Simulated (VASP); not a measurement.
# BaTiO3 (Amm2) in VASP: a series of runs

BaTiO3 is run at these levels: PBEsol; tasks: electric field gradients.

Everything below comes from runs of VASP 6.6.1. Logs are shortened: lines on timing, memory, paths and dates and some standing lists are left out, and cuts for length are marked.

### Step 1. The cell of the first run

It takes space group Amm2 (No. 38, orthorhombic). Conventional cell: a = 3.944 Å, b = 5.617 Å, c = 5.692 Å, α = 90.00°, β = 90.00°, γ = 90.00°. Within 3.7 Å of Ba (site symmetry mm2) lie 12 O at 2.80 to 2.89 Å and 8 Ti at 3.43 to 3.50 Å. Ti (site symmetry mm2) has 6 O at 1.94 to 2.06 Å within 2.6 Å. O (site symmetry mm2) has 2 Ti at 1.97 Å within 2.6 Å. O (site symmetry m) has 2 Ti at 1.94 to 2.06 Å within 2.6 Å.

### Step 2. Electric field gradients, PBEsol (equal xx and yy strain of -1 %)

Input file INCAR:

```
SYSTEM = BaTiO3
ALGO = Normal
EDIFF = 1E-8
ENCUT = 520
GGA = PS
ISIF = 2
ISMEAR = -1
LASPH = .True.
LCHARG = .False.
LEFG = .True.
LREAL = .False.
LWAVE = .False.
NBANDS = 28
NELM = 100
PREC = Accurate
SIGMA = 0.05
```

Input file KPOINTS:

```
k-points
0
Gamma
  8 8 8
  0 0 0
```

Input file POSCAR:

```
BaTiO3
1.0
    3.9442590000      0.0000000000      0.0000000000
    0.0000000000      2.8086795000      2.8458000000
    0.0000000000     -2.8086795000      2.8458000000
Ba Ti O
1 1 3
Direct
    0.0000000000      0.0000000000      0.0000000000
    0.5000000000      0.5079000000      0.5079000000
    0.0000000000      0.4921000000      0.4921000000
    0.5000000000      0.5025100000      0.9937100000
    0.5000000000      0.9937100000      0.5025100000
```

Potentials or basis: VASP PAW PBE potentials, release 64 (Ba_sv, Ti_sv, O).

Launch:

```console
$ cat potpaw_PBE.64/Ba_sv/POTCAR potpaw_PBE.64/Ti_sv/POTCAR potpaw_PBE.64/O/POTCAR > POTCAR
$ mpirun -np 1 vasp_std > vasp.out
```

OUTCAR:

```text
SYSTEM = BaTiO3
   EDIFF = 1E-8
   ENCUT = 520
   GGA = PS
   ISIF = 2
   ISMEAR = -1
   LASPH = .True.
   LREAL = .False.
   NELM = 100
   PREC = Accurate

 ion  position               nearest neighbor table
   1  0.000  0.000  0.000-   3 2.80   4 2.80   5 2.80   4 2.80   5 2.80   3 2.81   3 2.81   4 2.82
                             5 2.82   5 2.82   4 2.82   3 2.89   2 3.43   2 3.43   2 3.43   2 3.43
   2  0.500  0.508  0.508-   4 1.94   5 1.94   3 1.97   3 1.97   5 2.06   4 2.06   1 3.43   1 3.43
                             1 3.43   1 3.43   1 3.43   1 3.43   1 3.50   1 3.50
   3  0.000  0.492  0.492-   2 1.97   2 1.97   1 2.80   1 2.81   1 2.81   1 2.89
   4  0.500  0.503  0.994-   2 1.94   2 2.06   1 2.80   1 2.80   1 2.82   1 2.82
   5  0.500  0.994  0.503-   2 1.94   2 2.06   1 2.80   1 2.80   1 2.82   1 2.82

  LATTYP: Found a base centered orthorhombic cell.
 ALAT       =     5.6173590000
 B/A-ratio  =     1.0132163531
 C/A-ratio  =     0.7021554079

  Lattice vectors:

 A1 = (   0.0000000000,   2.8086795000,  -2.8458000000)
 A2 = (   0.0000000000,   2.8086795000,   2.8458000000)
 A3 = (   3.9442590000,   0.0000000000,   0.0000000000)

Analysis of symmetry for initial positions (statically):
=====================================================================
 Subroutine PRICEL returns:
 Original cell was already a primitive cell.

 Routine SETGRP: Setting up the symmetry group for a
 base centered orthorhombic supercell.

 Subroutine GETGRP returns: Found  4 space group operations
 (whereof  4 operations were pure point group operations)
 out of a pool of  8 trial point group operations.

The static configuration has the point symmetry C_2v.

Analysis of symmetry for dynamics (positions and initial velocities):
=====================================================================
 Subroutine PRICEL returns:
 Original cell was already a primitive cell.

 Routine SETGRP: Setting up the symmetry group for a
 base centered orthorhombic supercell.

 Subroutine GETGRP returns: Found  4 space group operations
 (whereof  4 operations were pure point group operations)
 out of a pool of  8 trial point group operations.

The dynamic configuration has the point symmetry C_2v.

 Subroutine INISYM returns: Found  4 space group operations
 (whereof  4 operations are pure point group operations),
 and found     1 'primitive' translations

----------------------------------------------------------------------------------------

                                     Primitive cell

  volume of cell :      63.0525

  direct lattice vectors                    reciprocal lattice vectors
     3.944259000  0.000000000  0.000000000     0.253533046  0.000000000  0.000000000
     0.000000000  2.808679500  2.845800000     0.000000000  0.178019600  0.175697519
     0.000000000 -2.808679500  2.845800000     0.000000000 -0.178019600  0.175697519

  length of vectors
     3.944259000  3.998406954  3.998406954     0.253533046  0.250121163  0.250121163

  position of ions in fractional coordinates (direct lattice)
     0.000000000  0.000000000  0.000000000
     0.500000000  0.507900000  0.507900000
     0.000000000  0.492100000  0.492100000
     0.500000000  0.502510000  0.993710000
     0.500000000  0.993710000  0.502510000

  ion indices of the primitive-cell ions
   primitive index   ion index
                 1           1
                 2           2
                 3           3
                 4           4
                 5           5

----------------------------------------------------------------------------------------

 KPOINTS: k-points

Automatic generation of k-mesh.
 Grid dimensions read from file:
 generate k-points for:    8    8    8

 Generating k-lattice:

  Cartesian coordinates                     Fractional coordinates (reciprocal lattice)
     0.031691631  0.000000000  0.000000000     0.125000000  0.000000000  0.000000000
[... 52 lines left out ...]
   ICHARG =      2    charge: 1-file 2-atom 10-const
   ISPIN  =      1    spin polarized calculation?
   LNONCOLLINEAR =      F non collinear calculations
   LSORBIT =      F    spin-orbit coupling
   LASPH  =      T    aspherical Exc in radial PAW
   ENCUT  =  520.0 eV  38.22 Ry    6.18 a.u.   7.33  7.43  7.43*2*pi/ulx,y,z
   NELM   =    100;   NELMIN=  2; NELMDL= -5     # of ELM steps
   EDIFF  = 0.1E-07   stopping-criterion for ELM
   LREAL  =      F    real-space projection
   EDIFFG = 0.1E-06   stopping-criterion for IOM
   NSW    =      0    number of steps for IOM
   IBRION =     -1    ionic relax: 0-MD 1-quasi-New 2-CG
   NFREE  =      0    steps in history (QN), initial steepest desc. (CG)
   ISIF   =      2    stress and relaxation
   ISYM   =      2    0-nonsym 1-usesym 2-fastsym
   POTIM  = 0.5000    time-step for ionic-motion
   TEBEG  =    0.0;   TEEND  =   0.0 temperature during run
   PSTRESS=    0.0 pullay stress
   NELECT =      40.0000    total number of electrons
   NUPDOWN=      -1.0000    fix difference up-down
   EMIN   =  10.00;   EMAX   =-10.00  energy-range for DOS
   EFERMI =   0.00;   METHOD = LEGACY
   ISMEAR =    -1;   SIGMA  =   0.05  broadening in eV -4-tet -1-fermi 0-gaus
   EFERMI_NEDOS =   21; number of points for ismear=-14 and -15
   IALGO  =     38    algorithm
   IMIX   =      4    mixing-type and parameters
     AMIX     =   0.40;   BMIX     =  1.00
     AMIX_MAG =   1.60;   BMIX_MAG =  1.00
  volume/ion in A,a.u.               =      12.61        85.10
  Fermi-wavevector in a.u.,A,eV,Ry     =   1.406676  2.658233 26.922368  1.978738
  Thomas-Fermi vector in A             =   2.529013
   LORBIT       =      0    0 simple, 1 ext, 2 COOP (PROOUT), +10 PAW based schemes
   GGA     = PS    functional components
   LHFCALC =     F    Hartree Fock is set to
   AEXX    =    0.0000 exact exchange contribution
   IVDW    =     0    specifies the selected vdW correction
   LEPSILON=     F    determine dielectric tensor
   LRPA    =     F    only Hartree local field effects (RPA)
 non-spin polarized calculation
  energy-cutoff  :      520.00
  volume of cell :       63.05
 maximum number of plane-waves:      1727
 NGX is ok and might be reduce to    30
   NGX = 15   NGY = 15   NGZ = 15

 number of electron      40.0000003 magnetization

 Free energy of the ion-electron system (eV)
  ---------------------------------------------------
  ext. energy  EPLUGINS =         0.00000000
  ---------------------------------------------------
  free energy    TOTEN  =       -41.97594955 eV

  energy without entropy =      -41.97594955  energy(sigma->0) =      -41.97594955

 E-fermi :   4.7446     XC(G=0): -11.6041

 val. band max:        3.8357226151   @ k =   0.5000   0.5000   0.5000
 cond. band min:       5.5918389312   @ k =   0.0000   0.0000   0.0000
 fundamental gap:      1.7561163161
 Fermi energy:         4.7446336215

 k-point     1 :       0.0000    0.0000    0.0000
  band No.  band energies     occupation
      1     -52.4381      2.00000
      2     -28.7836      2.00000
      3     -28.7770      2.00000
      4     -28.7727      2.00000
      5     -20.9066      2.00000
      6     -13.0346      2.00000
[... 733 lines left out ...]
     27      11.9213      0.00000
     28      13.5355      0.00000

 [... further k-points ...]

------------------------ aborting loop because EDIFF is reached ----------------------------------------

  FORCE on cell =-STRESS in cart. coord.  units (eV):
  Direction    XX          YY          ZZ          XY          YZ          ZX
  --------------------------------------------------------------------------------------
  -------------------------------------------------------------------------------------
  Total        0.9579850      0.7520350     -0.5346926      0.0000000      0.0000000      0.0000000
  in kB       24.3426187     19.1093838    -13.5866626      0.0000000      0.0000000      0.0000000
  external PRESSURE =       9.9551133 kB  Pullay stress =       0.0000000 kB

 VOLUME and BASIS-vectors are now :
 -----------------------------------------------------------------------------
  energy-cutoff  :      520.00
  volume of cell :       63.05
      direct lattice vectors                 reciprocal lattice vectors
     3.944259000  0.000000000  0.000000000     0.253533046  0.000000000  0.000000000
     0.000000000  2.808679500  2.845800000     0.000000000  0.178019600  0.175697519
     0.000000000 -2.808679500  2.845800000     0.000000000 -0.178019600  0.175697519

 POSITION                                       TOTAL-FORCE (eV/Angst)
 -----------------------------------------------------------------------------------
      0.00000      0.00000      0.00000         0.000000      0.000000      0.094433
      1.97213      0.00000      2.89076         0.000000      0.000000      0.157280
      0.00000      0.00000      2.80084         0.000000      0.000000      0.080379
      1.97213     -1.37962      4.25794         0.000000     -0.026916     -0.166046
      1.97213      1.37962      4.25794         0.000000      0.026916     -0.166046
 -----------------------------------------------------------------------------------
    total drift:                                0.000000      0.000000     -0.000067

  FREE ENERGIE OF THE ION-ELECTRON SYSTEM (eV)
  ---------------------------------------------------
  free  energy   TOTEN  =       -41.9759495485 eV

  energy  without entropy=      -41.9759495473  energy(sigma->0) =      -41.97594955

 Electric field gradients (V/A^2)
---------------------------------------------------------------------
 ion       V_xx      V_yy      V_zz      V_xy      V_xz      V_yz
---------------------------------------------------------------------
   1       0.460    -7.590     7.130     0.000     0.000     0.000
   2     -10.636     7.350     3.286    -0.000    -0.000    -0.000
   3      18.920    -8.890   -10.031    -0.000    -0.000    -0.000
   4     -12.412     4.378     8.035     0.000     0.000   -15.647
   5     -12.412     4.378     8.035    -0.000     0.000    15.647
---------------------------------------------------------------------

 Electric field gradients after diagonalization (V/A^2)
 (convention: |V_zz| > |V_xx| > |V_yy|)
----------------------------------------------------------------------
 ion       V_xx      V_yy      V_zz     asymmetry (V_yy - V_xx)/ V_zz
----------------------------------------------------------------------
   1       7.130     0.460    -7.590       0.879
   2       7.350     3.286   -10.636       0.382
   3     -10.031    -8.890    18.920       0.060
   4     -12.412    -9.548    21.960       0.130
   5     -12.412    -9.548    21.960       0.130
----------------------------------------------------------------------

           NMR quadrupolar parameters

 Cq : quadrupolar parameter    Cq=e*Q*V_zz/h
 eta: asymmetry parameters     (V_yy - V_xx)/ V_zz
 Q  : nuclear electric quadrupole moment in mb (millibarn)
----------------------------------------------------------------------
 ion       Cq(MHz)       eta       Q (mb)
----------------------------------------------------------------------
   1      -0.018       0.879       1.000
   2      -0.026       0.382       1.000
   3       0.046       0.060       1.000
   4       0.053       0.130       1.000
   5       0.053       0.130       1.000
----------------------------------------------------------------------
```

Wall time 2.1 min (1 thread of AMD EPYC 7R13 (Zen 3), shared host); peak memory 0.27 GiB.

What came out:

* Free energy: -41.9759 eV
* Pressure: 1.0 GPa
* Largest force: 0.168 eV/Å
* Band gap on the k mesh: 1.76 eV (least direct gap 1.90 eV)
* Largest electric field gradient by atom: Ba -7.6; Ti -10.6; O +18.9, +22.0 (each value once) V/Å²

Forces on the atoms (eV/Å):
```
Ba   0.000  0.000  0.094
Ti   0.000  0.000  0.157
O    0.000  0.000  0.080
O    0.000 -0.027 -0.166
O    0.000  0.027 -0.166
```

Stress tensor (GPa, compression positive):
```
 2.43  0.00  0.00
 0.00  1.91  0.00
 0.00  0.00 -1.36
```

Electric field gradients, principal values (V/Å²):
```
atom   least   middle  greatest (by size)
1 Ba   0.460    7.130              -7.590
2 Ti   3.286    7.350             -10.636
 3 O  -8.890  -10.031              18.920
 4 O  -9.548  -12.412              21.960
 5 O  -9.548  -12.412              21.960
```

Caveat: the cell differs from its parent crystal (equal xx and yy strain of -1 %); without QUAD_EFG the Cq values of the log hold for a quadrupole moment of 1 mb, not for the nuclei; the PAW data sets were made with another functional, which shifts forces and pressure a little; spin-orbit coupling is left out, which moves the levels of the heavy elements.

(Part 1 of 3 ends here.)
